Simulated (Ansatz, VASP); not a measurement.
## Tl in VASP and in Ansatz

```xyz
1
Lattice="-1.9410 1.9410 2.0381 1.9410 -1.9410 2.0381 1.9410 1.9410 -2.0381" Properties=species:S:1:pos:R:3 pbc="T T T"
Tl    0.0000    0.0000    0.0000
```

Change from the starting cell: strain +0.000 along x and y, +0.050 along z, atoms carried along.

Alike in both runs: task single point; functional PBE; dispersion D3(BJ); k mesh 18 × 18 × 18; occupations gaussian, width 0.15 eV; no spin polarisation.

|  | VASP | Ansatz |
| --- | --- | --- |
| version | VASP 6.6.1 | Ansatz 0.2.0 |
| potentials or method | VASP PAW PBE potentials, release 64 (Tl_d), cutoff 520 eV | scalar-relativistic, plane waves, PAW |
| valence electrons in the cell | 13 | 13 |

|  | VASP | Ansatz | Ansatz less VASP |
| --- | --- | --- | --- |
| gap on the k mesh at the Fermi level (eV) | none | none | - |
| pressure (GPa) | -1.2 | -1.1 | +0.05 |
| traceless stress, the component that is largest in VASP (GPa) | -0.29 | -0.29 | 0.000 |

A gap of «none» marks a metal or a gap that the smearing closes.

Spin-orbit coupling is off throughout.
